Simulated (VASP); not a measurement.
Set up this calculation in VASP 6.6.1, as the native input.

| Item | Value |
| --- | --- |
| Task | single point |
| Functional | PBE |
| Potentials or basis | VASP PAW PBE potentials, release 64 (Si, Ti_sv) |
| Cutoff | 520 eV |
| k mesh | 2 × 2 × 2 |
| Occupations | fermi-dirac, width 0.05 eV |
| Spin | no spin polarisation |
| Dipole correction | no |
| Further INCAR settings | LREAL = Auto; ALGO = Normal; EDIFF = 1e-07; NBANDS = 52 |

The structure of TiSi16 (a cell with a defect) lies in POSCAR:

```
TiSi16
1.0
    0.0000000000      5.4300000000      5.4300000000
    5.4300000000      0.0000000000      5.4300000000
    5.4300000000      5.4300000000      0.0000000000
Si Ti
16 1
Direct
   -0.0106077348      0.0066114180     -0.0235727440
    0.1270165746      0.1331860037      0.1082320442
    0.0029097606      0.0416022099      0.4708287293
    0.1024493554      0.1734622468      0.6075138122
   -0.0274769797      0.5105709024      0.0199631676
    0.1114640884      0.6338029466      0.1401565378
   -0.0261418048      0.5498802947      0.5023664825
    0.1061049724      0.6574861878      0.6214272560
    0.5265930018      0.0258931860     -0.0251565378
    0.6171454880      0.0887108656      0.1835543278
    0.5019060773     -0.0253314917      0.5576519337
    0.6488858195      0.1110773481      0.6154051565
    0.5291528545      0.4339963168      0.0181031308
    0.6111602210      0.6455064457      0.0738489871
    0.5387753223      0.4705432781      0.4848526703
    0.6136740331      0.5785727440      0.6720165746
    0.3891160221      0.8552486188      0.3644935543
```

One way to write it, as run:

INCAR

```
SYSTEM = TiSi16
  PREC = Accurate
  ENCUT = 520
  EDIFF = 1E-7
  ISMEAR = -1
  SIGMA = 0.05
  LREAL = Auto
  LASPH = .True.
  NELM = 80
  ALGO = Normal
  ISIF = 2
  LWAVE = .False.
  LCHARG = .False.
  GGA = PE
  NBANDS = 52
```

KPOINTS

```
regular mesh
0
Gamma
  2 2 2
  0 0 0
```

Potentials or basis: VASP PAW PBE potentials, release 64 (Si, Ti_sv).

Launch:

```bash
$ cat potpaw_PBE.64/Si/POTCAR potpaw_PBE.64/Ti_sv/POTCAR > POTCAR
$ mpirun -np 1 vasp_std > vasp.out
```

Results of the run:

```yaml
Pressure: 4.0 GPa
Largest_force: 3.072 eV/Å
Band_gap_on_the_k_mesh: zero (bands 38 and 39 overlap by 0.15 eV)
```

Caveat: the k points lie up to 0.50 Å⁻¹ apart; the atoms stand as in a frame of molecular dynamics.

Run time: 3.1 min on 1 thread of Intel(R) Xeon(R) 6975P-C (Granite Rapids), on a shared host, peak memory 0.48 GiB.
